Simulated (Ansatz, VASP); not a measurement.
# Si4IrPd in VASP and in Ansatz

```
Si Pd Ir
1.0
     2.50710   -4.15049    0.00000
     2.50710    4.15049    0.00000
     0.00000    0.00000    4.48603
Si Pd Ir
4 1 1
Cartesian
  2.5071 1.4133 0.0000
  2.5071 -1.4133 0.0000
  1.2536 -2.0752 2.2430
  1.2536 2.0752 2.2430
  0.0000 0.0000 0.0000
  2.5071 0.0000 2.2430
```

Change from the starting cell: species swapped into the CeSiNi4 type (Cmmm, No. 65).

Alike in both runs: functional PBE; k mesh 4 × 4 × 4; occupations gaussian, width 0.2 eV; no spin polarisation.

Ansatz relaxed the structure, and its values are those at the end. VASP's run is a single point on that final structure, the one shown.

|  | VASP | Ansatz |
| --- | --- | --- |
| version | VASP 6.6.1 | Ansatz 0.2.0 |
| potentials or method | VASP PAW PBE potentials, release 64 (Si, Pd, Ir), cutoff 500 eV | scalar-relativistic, plane waves, PAW |
| valence electrons in the cell | 35 | 51 |

```csv
,VASP,Ansatz,Ansatz less VASP
gap on the k mesh at the Fermi level (eV),none,none,-
pressure (GPa),-0.1,-0.2,-0.15
rms of the force components (eV/Å),0.020,0.019,-0.0013
```

A gap of «none» marks a metal or a gap that the smearing closes. VASP's potentials hold 35 valence electrons a cell and Ansatz's 51, so a difference there can come from the potentials and not from the codes.

The k mesh is coarse, so the values compare programs but aren't converged. Spin-orbit coupling is off throughout.
